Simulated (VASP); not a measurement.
Write the native input for VASP 6.6.1 that does the following.

```
Task                   : single point
Functional             : PBEsol
Potentials or basis    : VASP PAW PBE potentials, release 64 (Mg, O)
Cutoff                 : 520 eV
k mesh                 : 9 × 9 × 6
Occupations            : gaussian, width 0.05 eV
Spin                   : no spin polarisation
Dipole correction      : no
Further INCAR settings : ALGO = Normal; EDIFF = 1e-06; NBANDS = 16
```

The structure of MgO lies in POSCAR:

```
MgO
1.0
    3.6170832098      0.0000000000      0.0000000000
   -1.8085416049      3.1324859473      0.0000000000
    0.0000000000      0.0000000000      3.9010833038
Mg O
2 2
Direct
    0.6505427316      0.3010854632      0.7500000000
    0.3494572684      0.6989145368      0.2500000000
    0.6785385383      0.3570770766      0.2500000000
    0.3214614617      0.6429229234      0.7500000000
```

This cell differs from its parent crystal: mode 5 frozen in at -0.098 Å, strain +e along z and -e/2 along x and y -0.0700.

The input as run:

INCAR

```
SYSTEM = MgO
PREC = Accurate
ENCUT = 520
EDIFF = 1E-6
ISMEAR = 0
SIGMA = 0.05
LREAL = .FALSE.
LASPH = .TRUE.
NELM = 100
ALGO = Normal
ISIF = 2
LWAVE = .FALSE.
LCHARG = .FALSE.
GGA = PS
NBANDS = 16
```

KPOINTS

```
regular mesh
0
G
  9 9 6
  0 0 0
```

Potentials or basis: VASP PAW PBE potentials, release 64 (Mg, O).

Command:

```sh
$ cat potpaw_PBE.64/Mg/POTCAR potpaw_PBE.64/O/POTCAR > POTCAR
$ mpirun -np 1 vasp_std > vasp.out
```

It gave:

The pressure is 4.1 GPa and the largest force is 0.826 eV/Å. The band gap on the k mesh is 3.34 eV, direct.

Caveat: the cell differs from its parent crystal (mode 5 frozen in at -0.098 Å, strain +e along z and -e/2 along x and y -0.0700); the PAW data sets were made with another functional, which shifts forces and pressure a little.

Wall time 25 s on 1 thread of Intel(R) Xeon(R) 6975P-C (Granite Rapids) (shared host), peak memory 0.2 GiB.
